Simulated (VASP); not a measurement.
TiSi16 (a cell with a defect), 17 atoms in the cell. The cell holds a defect, 17 atoms: a = 7.679 Å, b = 7.679 Å, c = 7.679 Å, α = 60.00°, β = 60.00°, γ = 60.00°. 

* Program: VASP 6.6.1
* Task: single point
* Functional: PBEsol
* Potentials or basis: VASP PAW PBE potentials, release 64 (Si, Ti_sv)
* Cutoff: 520 eV
* k mesh: 2 × 2 × 2
* Occupations: gaussian, width 0.05 eV
* Spin: no spin polarisation
* Dipole correction: no
* Further INCAR settings: LREAL = Auto; ALGO = Normal; EDIFF = 1e-06; NBANDS = 52

Potentials or basis: VASP PAW PBE potentials, release 64 (Si, Ti_sv).

Run with:

```console
$ cat potpaw_PBE.64/Si/POTCAR potpaw_PBE.64/Ti_sv/POTCAR > POTCAR
$ mpirun -np 1 vasp_std > vasp.out
```

Hardware: 1 thread of Intel Xeon 8259CL, with other jobs on the host.

**Question.** Estimate the wall time of this run.

**Answer.** It took 7 min on 1 thread of Intel Xeon 8259CL, on a shared host, peak memory 0.5 GiB. Counts: scf iterations 15, k points 8.
